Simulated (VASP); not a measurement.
Wanted: the native input for a VASP 6.6.1 run.

```yaml
Task: relaxation of cell and atoms
Functional: PBEsol
Potentials_or_basis: VASP PAW PBE potentials, release 64 (Al, Ru_pv)
Cutoff: 600 eV
k_mesh: 4 × 4 × 4
Occupations: gaussian, width 0.01 eV
Spin: no spin polarisation
Dipole_correction: no
Further_INCAR_settings: ALGO = Normal; EDIFF = 1e-06; IBRION = 2; EDIFFG = -0.01; NSW = 80; ISIF = 3
```

The structure of Al2Ru lies in POSCAR:

```
Al2Ru
1.0
    0.0000000000      3.9898374997      4.3915250777
    2.3524746913      0.0000000000      4.3915250777
    2.3524746913      3.9898374997      0.0000000000
Al Ru
4 2
Direct
    0.0790610300      0.4209389700      0.0790610300
    0.4209389700      0.0790610300      0.4209389700
    0.1709389700      0.8290610300      0.1709389700
    0.8290610300      0.1709389700      0.8290610300
    0.7500000000      0.7500000000      0.7500000000
    0.5000000000      0.5000000000      0.5000000000
```

The input as run:

INCAR

```
PREC = Accurate
ENCUT = 600
EDIFF = 1E-6
ISMEAR = 0
SIGMA = 0.01
LREAL = F
LASPH = T
NELM = 60
ALGO = Normal
ISIF = 3
LWAVE = F
LCHARG = F
GGA = PS
IBRION = 2
NSW = 80
EDIFFG = -0.01
```

KPOINTS

```
regular mesh
0
Gamma
  4 4 4
```

Potentials or basis: VASP PAW PBE potentials, release 64 (Al, Ru_pv).

Command:

```sh
$ cat potpaw_PBE.64/Al/POTCAR potpaw_PBE.64/Ru_pv/POTCAR > POTCAR
$ mpirun -np 1 vasp_std > vasp.out
```

It gave:

```yaml
Relaxed_volume: 13.70 Å³/atom
Relaxed_cell: a = 5.928 Å, b = 4.976 Å, c = 4.629 Å, α = 76.12°, β = 54.57°, γ = 49.30°
Space_group_after_relaxing_to_0.1_Å: Fddd (No. 70)
Energy_gained_by_relaxing: 0.1 meV/atom
Ionic_steps: 3
Pressure_after_relaxing: 0.0 GPa
Largest_force_after_relaxing: 0.008 eV/Å
```

Caveat: the k points lie up to 0.43 Å⁻¹ apart in the final cell; the PAW data sets were made with another functional, which shifts forces and pressure a little.

Wall time 2.6 min on 1 thread of Intel Xeon 8259CL, with other jobs on the host, peak memory 0.28 GiB.
